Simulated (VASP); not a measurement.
# SnSe (zincblende type) (F-43m) in VASP: a series of runs, part 2 of 2

VASP 6.6.1. Earlier steps stand in the parts before.

**5. Single point, PBEsol (volume scaled by 0.94)**

INCAR reads:

```
SYSTEM = SnSe
ALGO = Normal
EDIFF = 1E-6
ENCUT = 520
GGA = PS
ISIF = 2
ISMEAR = -1
LASPH = .True.
LCHARG = .False.
LREAL = .False.
LWAVE = .False.
NBANDS = 17
NELM = 100
PREC = Accurate
SIGMA = 0.08
```

KPOINTS reads:

```
k-points
0
Gamma
  12 12 12
  0 0 0
```

POSCAR reads:

```
SnSe
1.0
    0.0000000000      3.2578322384      3.2578322384
    3.2578322384      0.0000000000      3.2578322384
    3.2578322384      3.2578322384      0.0000000000
Sn Se
1 1
Direct
    0.0000000000      0.0000000000      0.0000000000
    0.2500000000      0.2500000000      0.2500000000
```

Potentials or basis: VASP PAW PBE potentials, release 64 (Sn_d, Se).

Started as:

```
> cat potpaw_PBE.64/Sn_d/POTCAR potpaw_PBE.64/Se/POTCAR > POTCAR
> mpirun -np 1 vasp_std > vasp.out
```

OUTCAR:

```text
SYSTEM = SnSe
   EDIFF = 1E-6
   ENCUT = 520
   GGA = PS
   ISIF = 2
   ISMEAR = -1
   LASPH = .True.
   LREAL = .False.
   NELM = 100
   PREC = Accurate

 ion  position               nearest neighbor table
   1  0.000  0.000  0.000-   2 2.82   2 2.82   2 2.82   2 2.82
   2  0.250  0.250  0.250-   1 2.82   1 2.82   1 2.82   1 2.82

  LATTYP: Found a face centered cubic cell.
 ALAT       =     6.5156644768

  Lattice vectors:

 A1 = (   0.0000000000,   3.2578322384,   3.2578322384)
 A2 = (   3.2578322384,   0.0000000000,   3.2578322384)
 A3 = (   3.2578322384,   3.2578322384,   0.0000000000)

Analysis of symmetry for initial positions (statically):
=====================================================================
 Subroutine PRICEL returns:
 Original cell was already a primitive cell.

 Routine SETGRP: Setting up the symmetry group for a
 face centered cubic supercell.

 Subroutine GETGRP returns: Found 24 space group operations
 (whereof 24 operations were pure point group operations)
 out of a pool of 48 trial point group operations.

The static configuration has the point symmetry T_d .

Analysis of symmetry for dynamics (positions and initial velocities):
=====================================================================
 Subroutine PRICEL returns:
 Original cell was already a primitive cell.

 Routine SETGRP: Setting up the symmetry group for a
 face centered cubic supercell.

 Subroutine GETGRP returns: Found 24 space group operations
 (whereof 24 operations were pure point group operations)
 out of a pool of 48 trial point group operations.

The dynamic configuration has the point symmetry T_d .

 Subroutine INISYM returns: Found 24 space group operations
 (whereof 24 operations are pure point group operations),
 and found     1 'primitive' translations

----------------------------------------------------------------------------------------

                                     Primitive cell

  volume of cell :      69.1538
[... 102 lines left out ...]
   EMIN   =  10.00;   EMAX   =-10.00  energy-range for DOS
   EFERMI =   0.00;   METHOD = LEGACY
   ISMEAR =    -1;   SIGMA  =   0.08  broadening in eV -4-tet -1-fermi 0-gaus
   EFERMI_NEDOS =   21; number of points for ismear=-14 and -15
   IALGO  =     38    algorithm
   IMIX   =      4    mixing-type and parameters
     AMIX     =   0.40;   BMIX     =  1.00
     AMIX_MAG =   1.60;   BMIX_MAG =  1.00
  volume/ion in A,a.u.               =      34.58       233.34
  Fermi-wavevector in a.u.,A,eV,Ry     =   1.082628  2.045871 15.947177  1.172084
  Thomas-Fermi vector in A             =   2.218675
   LORBIT       =      0    0 simple, 1 ext, 2 COOP (PROOUT), +10 PAW based schemes
   GGA     = PS    functional components
   LHFCALC =     F    Hartree Fock is set to
   AEXX    =    0.0000 exact exchange contribution
   IVDW    =     0    specifies the selected vdW correction
   LEPSILON=     F    determine dielectric tensor
   LRPA    =     F    only Hartree local field effects (RPA)
 non-spin polarized calculation
  energy-cutoff  :      520.00
  volume of cell :       69.15
 maximum number of plane-waves:      1892
 NGX is ok and might be reduce to    36
   NGX = 17   NGY = 17   NGZ = 17

 number of electron      19.9999998 magnetization

 Free energy of the ion-electron system (eV)
  ---------------------------------------------------
  ext. energy  EPLUGINS =         0.00000000
  ---------------------------------------------------
  free energy    TOTEN  =        -8.29244155 eV

  energy without entropy =       -8.27819454  energy(sigma->0) =       -8.28531805

 E-fermi :   3.6746     XC(G=0):  -8.4643

 val. band max:        3.6735855154   @ k =  -0.3333   0.4167   0.1667
 cond. band min:       3.7119189547   @ k =  -0.4167   0.5000   0.0833
 fundamental gap:      0.0383334393
 Fermi energy:         3.6745543111

 k-point     1 :       0.0000    0.0000    0.0000
  band No.  band energies     occupation
      1     -17.9909      2.00000
      2     -17.9909      2.00000
      3     -17.9909      2.00000
      4     -17.9676      2.00000
      5     -17.9676      2.00000
      6     -10.1695      2.00000
[... 457 lines left out ...]
      4     -17.9672      2.00000
      5     -17.9665      2.00000
      6      -9.5178      2.00000
[... 9 lines left out ...]
     16      11.1376      0.00000
     17      12.3760      0.00000

 [... further k-points ...]
[... 5 lines left out ...]
  --------------------------------------------------------------------------------------
  -------------------------------------------------------------------------------------
  Total        0.9633586      0.9633586      0.9633586      0.0000000     -0.0000000     -0.0000000
  in kB       22.3193948     22.3193948     22.3193948      0.0000000     -0.0000000     -0.0000000
  external PRESSURE =      22.3193948 kB  Pullay stress =       0.0000000 kB

 VOLUME and BASIS-vectors are now :
 -----------------------------------------------------------------------------
  energy-cutoff  :      520.00
  volume of cell :       69.15
      direct lattice vectors                 reciprocal lattice vectors
     0.000000000  3.257832238  3.257832238    -0.153476288  0.153476288  0.153476288
     3.257832238  0.000000000  3.257832238     0.153476288 -0.153476288  0.153476288
     3.257832238  3.257832238  0.000000000     0.153476288  0.153476288 -0.153476288

 POSITION                                       TOTAL-FORCE (eV/Angst)
 -----------------------------------------------------------------------------------
      0.00000      0.00000      0.00000        -0.000000      0.000000     -0.000000
      1.62892      1.62892      1.62892         0.000000     -0.000000      0.000000
 -----------------------------------------------------------------------------------
    total drift:                               -0.000000     -0.000000     -0.000000

  FREE ENERGIE OF THE ION-ELECTRON SYSTEM (eV)
  ---------------------------------------------------
  free  energy   TOTEN  =        -8.2924415536 eV

  energy  without entropy=       -8.2781945403  energy(sigma->0) =       -8.28531805
```

OSZICAR:

```text
N       E                     dE             d eps       ncg     rms          rms(c)
DAV:   1     0.133651720478E+03    0.13365E+03   -0.96523E+03  2474   0.133E+03
DAV:   2     0.558567400237E+01   -0.12807E+03   -0.12425E+03  2675   0.330E+02
DAV:   3    -0.814433124580E+01   -0.13730E+02   -0.13570E+02  2986   0.975E+01
DAV:   4    -0.853315324710E+01   -0.38882E+00   -0.38855E+00  2969   0.178E+01
DAV:   5    -0.854529885138E+01   -0.12146E-01   -0.12145E-01  3422   0.300E+00    0.384E+00
DAV:   6    -0.829982338502E+01    0.24548E+00   -0.64026E-01  3639   0.431E+00    0.247E+00
DAV:   7    -0.829351121628E+01    0.63122E-02   -0.74210E-02  2652   0.118E+00    0.113E+00
DAV:   8    -0.829233935147E+01    0.11719E-02   -0.73416E-03  3078   0.710E-01    0.136E-01
DAV:   9    -0.829231601736E+01    0.23334E-04   -0.17271E-03  3104   0.282E-01    0.729E-02
DAV:  10    -0.829241756436E+01   -0.10155E-03   -0.22109E-04  2608   0.868E-02    0.155E-02
DAV:  11    -0.829243997385E+01   -0.22409E-04   -0.34557E-05  2891   0.398E-02    0.696E-03
DAV:  12    -0.829244133101E+01   -0.13572E-05   -0.29802E-06  2953   0.200E-02    0.211E-03
DAV:  13    -0.829244155355E+01   -0.22254E-06   -0.37792E-07  2142   0.390E-03
   1 F= -.82924416E+01 E0= -.82853180E+01  d E =-.142470E-01
```

stdout:

```text
POSCAR found type information on POSCAR SnSe
 POSCAR found :  2 types and       2 ions
 scaLAPACK will be used
 -----------------------------------------------------------------------------
|                                                                             |
|                                                                             |
|     You enforced a specific xc type in the INCAR file but a different       |
|     I HOPE YOU KNOW WHAT YOU ARE DOING!                                     |
|                                                                             |
 -----------------------------------------------------------------------------

 LDA part: xc-table for (Slater+PW92), standard interpolation
 POSCAR, INCAR and KPOINTS ok, starting setup
 FFT: planning ... GRIDC
 FFT: planning ... GRID_SOFT
 FFT: planning ... GRID
 WAVECAR not read
 entering main loop
```

Wall time 76 s (1 thread of Intel Xeon 6975P-C, shared host); peak memory 0.26 GiB.

Results:

* Free energy: -8.2924 eV
* Pressure: 2.2 GPa
* Band gap on the k mesh: zero (band 10 reaches 3.88 eV, above the bottom of band 11 at 3.43 eV)

Caveat: the PAW data sets were made with another functional, which shifts forces and pressure a little; spin-orbit coupling is left out, which moves the levels of the heavy elements.

**6. The runs side by side**

```csv
cell,gap on the mesh (eV),pressure (GPa)
"a = 4.366 Å, angles 60.0°, 2 atoms",none,10.7
"a = 4.507 Å, angles 60.0°, 2 atoms",none,5.1
"a = 4.607 Å, angles 60.0°, 2 atoms",none,2.2
```

Alike in all rows: task single point; level PBEsol; potentials or basis VASP PAW PBE potentials, release 64 (Sn_d, Se); no spin polarisation; k mesh 12 × 12 × 12; cutoff (eV) 520; smearing fermi-dirac 0.08 eV.

Caveats: the PAW data sets were made with another functional, which shifts forces and pressure a little; spin-orbit coupling is left out, which moves the levels of the heavy elements.

Absolute energies hang on the potentials; compare differences alone.
